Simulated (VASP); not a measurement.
# Rh (I4/mmm) in VASP: further runs, part 2 of 2

VASP 6.6.1.

## 3. Single point, PBEsol (strain +0.0150 x Voigt [0, 1, 0, 0, 0, 0])

Input file INCAR:

```
SYSTEM = Rh
  ALGO = Fast
  EDIFF = 1E-7
  ENCUT = 520
  GGA = PS
  ISIF = 2
  ISMEAR = 0
  LASPH = .True.
  LCHARG = .False.
  LREAL = .False.
  LWAVE = .False.
  NBANDS = 14
  NELM = 100
  PREC = Accurate
  SIGMA = 0.15
```

Input file KPOINTS:

```
k-points
0
Gamma
  22 22 22
  0 0 0
```

Input file POSCAR:

```
Rh
1.0
    0.0000000000      1.9300732500      1.9015500000
    1.9015500000      0.0000000000      1.9015500000
    1.9015500000      1.9300732500      0.0000000000
Rh
1
Direct
    0.0000000000      0.0000000000      0.0000000000
```

Potentials or basis: VASP PAW PBE potentials, release 64 (Rh_pv).

Command:

```
cat potpaw_PBE.64/Rh_pv/POTCAR > POTCAR
mpirun -np 1 vasp_std > vasp.out
```

It took 2.2 min on 1 thread of Intel Xeon 8259CL, shared host; peak memory 0.25 GiB.

It converged, with:

```
Free energy            : -8.1309 eV
Pressure               : -9.0 GPa
Band gap on the k mesh : zero (an odd number of electrons rules out a gap without spin polarisation)
```

Stress tensor (GPa, compression positive):
```
 -7.78   0.00   0.00
  0.00 -11.33   0.00
  0.00   0.00  -7.78
```

Levels at points of the mesh, in eV from the Fermi level:
| k point | band 3 | band 4 | band 5 | band 6 | band 7 | band 8 | band 9 | band 10 | band 11 | band 12 |
| --- | --- | --- | --- | --- | --- | --- | --- | --- | --- | --- |
| (0.00, 0.00, 0.00) | -46.30 | -7.94 | -3.13 | -2.97 | -2.97 | -1.06 | -0.86 | 15.95 | 20.41 | 21.02 |
| (0.50, 0.00, 0.00) | -46.39 | -6.04 | -3.17 | -3.01 | 0.53 | 0.61 | 0.67 | 8.44 | 15.44 | 20.41 |
| (0.50, 0.50, 0.00) | -46.56 | -6.20 | -5.84 | 0.54 | 0.90 | 1.04 | 3.27 | 12.18 | 12.98 | 13.13 |
| (0.50, 0.00, 0.50) | -46.55 | -6.20 | -5.83 | 0.56 | 0.96 | 0.96 | 2.96 | 11.76 | 13.33 | 13.33 |

Caveat: the cell differs from its parent crystal (strain +0.0150 x Voigt [0, 1, 0, 0, 0, 0]); the cell stands under tension; the PAW data sets were made with another functional, which shifts forces and pressure a little.

## 4. Single point, PBEsol (strain +0.0100 x Voigt [0, 1, 0, 0, 0, 0])

Input file INCAR:

```
PREC     = Accurate       # precision mode
ENCUT    = 520            # plane-wave cutoff, eV
EDIFF    = 1E-6           # SCF threshold, eV
ISMEAR   = 0              # smearing method
SIGMA    = 0.15           # smearing width, eV
LREAL    = False          # projectors in reciprocal space
LASPH    = True           # aspherical terms in the spheres
NELM     = 80             # most SCF steps
ALGO     = Fast           # electronic algorithm
ISIF     = 2              # what is computed and relaxed
LWAVE    = False          # write WAVECAR
LCHARG   = False          # write CHGCAR
GGA      = PS             # functional
NBANDS   = 14             # bands
```

Input file KPOINTS:

```
Automatic mesh
0
Gamma
  22 22 22
```

Input file POSCAR:

```
Rh
1.0
    0.0000000000      1.9205655000      1.9015500000
    1.9015500000      0.0000000000      1.9015500000
    1.9015500000      1.9205655000      0.0000000000
Rh
1
Direct
    0.0000000000      0.0000000000      0.0000000000
```

Potentials or basis: VASP PAW PBE potentials, release 64 (Rh_pv).

Command:

```
cat potpaw_PBE.64/Rh_pv/POTCAR > POTCAR
mpirun -np 1 vasp_std > vasp.out
```

OUTCAR:

```text
PREC = Accurate
   ENCUT = 520
   EDIFF = 1E-6
   ISMEAR = 0
   LREAL = False
   LASPH = True
   NELM = 80
   ISIF = 2
   GGA = PS

 ion  position               nearest neighbor table
   1  0.000  0.000  0.000-

  LATTYP: Found a body centered tetragonal cell.
 ALAT       =     2.6891977995
 C/A-ratio  =     1.4283556980

  Lattice vectors:

 A1 = (   0.0000000000,  -1.9205655000,   1.9015500000)
 A2 = (   0.0000000000,  -1.9205655000,  -1.9015500000)
[... 588 lines left out ...]
     14      32.7842      0.00000

 [... further k-points ...]

------------------------ aborting loop because EDIFF is reached ----------------------------------------

  FORCE on cell =-STRESS in cart. coord.  units (eV):
  Direction    XX          YY          ZZ          XY          YZ          ZX
  --------------------------------------------------------------------------------------
  -------------------------------------------------------------------------------------
  Total       -0.6067275     -0.8151811     -0.6067275      0.0000000      0.0000000      0.0000000
  in kB      -69.9889823    -94.0351112    -69.9889823      0.0000000      0.0000000      0.0000000
  external PRESSURE =     -78.0043586 kB  Pullay stress =       0.0000000 kB

 VOLUME and BASIS-vectors are now :
 -----------------------------------------------------------------------------
  energy-cutoff  :      520.00
  volume of cell :       13.89
      direct lattice vectors                 reciprocal lattice vectors
     0.000000000  1.920565500  1.901550000    -0.262943388  0.260339988  0.262943388
     1.901550000  0.000000000  1.901550000     0.262943388 -0.260339988  0.262943388
     1.901550000  1.920565500  0.000000000     0.262943388  0.260339988 -0.262943388

 POSITION                                       TOTAL-FORCE (eV/Angst)
 -----------------------------------------------------------------------------------
      0.00000      0.00000      0.00000         0.000000      0.000000     -0.000000
 -----------------------------------------------------------------------------------
    total drift:                                0.000000     -0.000000      0.000000

  FREE ENERGIE OF THE ION-ELECTRON SYSTEM (eV)
  ---------------------------------------------------
  free  energy   TOTEN  =        -8.1352590554 eV

  energy  without entropy=       -8.1200464353  energy(sigma->0) =       -8.12765275
```

OSZICAR:

```text
N       E                     dE             d eps       ncg     rms          rms(c)
DAV:   1     0.119663863168E+03    0.11966E+03   -0.87541E+03 23472   0.114E+03
DAV:   2    -0.718287750120E+01   -0.12685E+03   -0.12117E+03 25854   0.341E+02
DAV:   3    -0.876754196700E+01   -0.15847E+01   -0.15816E+01 27936   0.418E+01
DAV:   4    -0.877325433032E+01   -0.57124E-02   -0.57120E-02 27132   0.259E+00
DAV:   5    -0.877330425389E+01   -0.49924E-04   -0.49924E-04 27480   0.214E-01    0.108E+01
RMM:   6    -0.815849619354E+01    0.61481E+00   -0.10083E+00 25043   0.975E+00    0.332E+00
RMM:   7    -0.813982705697E+01    0.18669E-01   -0.35561E-02 25834   0.202E+00    0.151E+00
RMM:   8    -0.813566557160E+01    0.41615E-02   -0.74116E-03 27673   0.992E-01    0.255E-01
RMM:   9    -0.813524985558E+01    0.41572E-03   -0.86347E-04 28620   0.325E-01    0.115E-02
RMM:  10    -0.813525999576E+01   -0.10140E-04   -0.98602E-05 28536   0.124E-01    0.106E-02
RMM:  11    -0.813525905537E+01    0.94039E-06   -0.37392E-06 25463   0.240E-02
   1 F= -.81352591E+01 E0= -.81276527E+01  d E =-.152126E-01
```

It took 1.8 min on 1 thread of Intel Xeon 8259CL, shared host; peak memory 0.25 GiB.

Results:

```
Free energy            : -8.1353 eV
Pressure               : -7.8 GPa
Band gap on the k mesh : zero (an odd number of electrons rules out a gap without spin polarisation)
```

Levels at points of the mesh, in eV from the Fermi level:
```tsv
k point	band 3	band 4	band 5	band 6	band 7	band 8	band 9	band 10	band 11	band 12
(0.00, 0.00, 0.00)	-46.31	-7.97	-3.11	-3.01	-3.01	-1.03	-0.90	15.95	20.40	21.14
(0.50, 0.00, 0.00)	-46.41	-6.08	-3.17	-3.06	0.54	0.60	0.67	8.49	15.44	20.40
(0.50, 0.50, 0.00)	-46.57	-6.25	-5.88	0.55	0.93	1.03	3.24	12.19	13.06	13.17
(0.50, 0.00, 0.50)	-46.57	-6.25	-5.88	0.56	0.97	0.97	3.03	11.92	13.30	13.30
```

Caveat: the cell differs from its parent crystal (strain +0.0100 x Voigt [0, 1, 0, 0, 0, 0]); the cell stands under tension; the PAW data sets were made with another functional, which shifts forces and pressure a little.

## 5. Single point, PBEsol (strain +0.0200 x Voigt [0, 1, 0, 0, 0, 0])

Input file INCAR:

```
SYSTEM = Rh
ALGO = Fast
EDIFF = 1E-6
ENCUT = 520
GGA = PS
ISIF = 2
ISMEAR = 0
LASPH = .TRUE.
LCHARG = .FALSE.
LREAL = .FALSE.
LWAVE = .FALSE.
NBANDS = 14
NELM = 100
PREC = Accurate
SIGMA = 0.15
```

Input file KPOINTS:

```
k-points
0
G
  22 22 22
  0 0 0
```

Input file POSCAR:

```
Rh
1.0
    0.0000000000      1.9395810000      1.9015500000
    1.9015500000      0.0000000000      1.9015500000
    1.9015500000      1.9395810000      0.0000000000
Rh
1
Direct
    0.0000000000      0.0000000000      0.0000000000
```

Command:

```
cat potpaw_PBE.64/Rh_pv/POTCAR > POTCAR
mpirun -np 1 vasp_std > vasp.out
```

Run time: 1.8 min. Hardware: 1 thread of Intel Xeon 8259CL, shared host; peak memory 0.25 GiB.

Results (log left out):

```
Free energy            : -8.1257 eV
Pressure               : -10.2 GPa
Band gap on the k mesh : zero (an odd number of electrons rules out a gap without spin polarisation)
```

Stress tensor (GPa, compression positive):
```
 -8.64   0.00   0.00
  0.00 -13.31   0.00
  0.00   0.00  -8.64
```

Levels at points of the mesh, in eV from the Fermi level:
```
           k point  band 4  band 5  band 6  band 7  band 8  band 9  band 10  band 11
(0.00, 0.00, 0.00)   -7.90   -3.14   -2.92   -2.92   -1.08   -0.82    15.96    20.43
(0.50, 0.00, 0.00)   -6.00   -3.17   -2.95    0.51    0.61    0.68     8.39    15.44
(0.50, 0.50, 0.00)   -6.16   -5.80    0.53    0.87    1.06    3.30    12.16    12.90
(0.50, 0.00, 0.50)   -6.15   -5.79    0.56    0.95    0.95    2.89    11.61    13.36
```

Caveat: the cell differs from its parent crystal (strain +0.0200 x Voigt [0, 1, 0, 0, 0, 0]); the cell stands under tension; the PAW data sets were made with another functional, which shifts forces and pressure a little.

## 6. Single point, PBEsol (strain +0.0175 x Voigt [0, 1, 0, 0, 0, 0])

Input file INCAR:

```
SYSTEM = Rh
PREC = Accurate ; ENCUT = 520
EDIFF = 1E-6 ; ISMEAR = 0
SIGMA = 0.15 ; LREAL = .False.
LASPH = .True. ; NELM = 100
ALGO = Fast ; ISIF = 2
LWAVE = .False. ; LCHARG = .True.
GGA = PS ; LELF = .True.
LVHAR = .True. ; NBANDS = 14
```

Input file KPOINTS:

```
regular mesh
0
Gamma
  22 22 22
  0 0 0
```

Input file POSCAR:

```
Rh
1.0
    0.0000000000      1.9348271250      1.9015500000
    1.9015500000      0.0000000000      1.9015500000
    1.9015500000      1.9348271250      0.0000000000
Rh
1
Direct
    0.0000000000      0.0000000000      0.0000000000
```

Potentials or basis: VASP PAW PBE potentials, release 64 (Rh_pv).

Command:

```
cat potpaw_PBE.64/Rh_pv/POTCAR > POTCAR
mpirun -np 1 vasp_std > vasp.out
```

Run time: 1.8 min. Hardware: 1 thread of Intel Xeon 8259CL, shared host; peak memory 0.25 GiB.

It converged, with:

```yaml
Free_energy: -8.1284 eV
Pressure: -9.6 GPa
Band_gap_on_the_k_mesh: zero (an odd number of electrons rules out a gap without spin polarisation)
```

Stress tensor (GPa, compression positive):
```
 -8.24   0.00   0.00
  0.00 -12.36   0.00
  0.00   0.00  -8.24
```

Levels at points of the mesh, in eV from the Fermi level:
```
           k point  band 4  band 5  band 6  band 7  band 8  band 9  band 10  band 11
(0.00, 0.00, 0.00)   -7.92   -3.13   -2.95   -2.95   -1.07   -0.84    15.96    20.42
(0.50, 0.00, 0.00)   -6.02   -3.17   -2.98    0.52    0.61    0.68     8.42    15.44
(0.50, 0.50, 0.00)   -6.18   -5.82    0.54    0.89    1.05    3.28    12.17    12.94
(0.50, 0.00, 0.50)   -6.17   -5.81    0.56    0.95    0.95    2.92    11.69    13.35
```

Caveat: the cell differs from its parent crystal (strain +0.0175 x Voigt [0, 1, 0, 0, 0, 0]); the cell stands under tension; the PAW data sets were made with another functional, which shifts forces and pressure a little.

## 7. Overview

```tsv
cell	further INCAR settings	gap on the mesh (eV)	pressure (GPa)
a = 2.696, b = 2.689 Å, angles 60.1, 59.8, 60.1°, 1 atom	ALGO = Fast; EDIFF = 1e-07; NBANDS = 14	none	-6.5
a = 2.709, b = 2.689 Å, angles 60.2, 59.5, 60.2°, 1 atom	ALGO = Fast; EDIFF = 1e-07; NBANDS = 14	none	-9.0
a = 2.703, b = 2.689 Å, angles 60.2, 59.7, 60.2°, 1 atom	ALGO = Fast; EDIFF = 1e-06; NBANDS = 14	none	-7.8
a = 2.716, b = 2.689 Å, angles 60.3, 59.3, 60.3°, 1 atom	ALGO = Fast; EDIFF = 1e-06; NBANDS = 14	none	-10.2
a = 2.713, b = 2.689 Å, angles 60.3, 59.4, 60.3°, 1 atom	ALGO = Fast; EDIFF = 1e-06; NBANDS = 14	none	-9.6
```

Alike in all rows: task single point; level PBEsol; potentials or basis VASP PAW PBE potentials, release 64 (Rh_pv); no spin polarisation; k mesh 22 × 22 × 22; cutoff (eV) 520; smearing gaussian 0.15 eV.

Caveats: the cell stands under tension; the PAW data sets were made with another functional, which shifts forces and pressure a little.

Absolute energies hang on the potentials; compare differences alone.
